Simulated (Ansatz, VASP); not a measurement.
Pt in VASP and in Ansatz

```
Pt
1.0
     0.00000    2.29282    1.48781
     2.29282    0.00000    1.48781
     2.29282    2.29282    0.00000
Pt
1
Direct
  0.00000 0.00000 0.00000
```

Alike in both runs: task single point; functional LDA; k mesh 22 × 22 × 22; occupations gaussian, width 0.15 eV; no spin polarisation.

|  | VASP | Ansatz |
| --- | --- | --- |
| version | VASP 6.6.1 | Ansatz 0.2.0 |
| potentials or method | VASP PAW LDA potentials, release 64 (Pt), cutoff 520 eV | scalar-relativistic, plane waves, PAW |
| valence electrons in the cell | 10 | 18 |

|  | VASP | Ansatz | Ansatz less VASP |
| --- | --- | --- | --- |
| gap on the k mesh at the Fermi level (eV) | none | none | - |
| pressure (GPa) | -12.1 | -12.7 | -0.63 |
| traceless stress, the component that is largest in VASP (GPa) | -6.06 | -6.21 | -0.147 |

LDA's correlation is that of Perdew and Zunger in VASP and of Perdew and Wang (1992) in Ansatz. A gap of «none» marks a metal or a gap that the smearing closes. VASP's potentials hold 10 valence electrons a cell and Ansatz's 18, so a difference there can come from the potentials and not from the codes.

Neither program's run includes spin-orbit coupling.
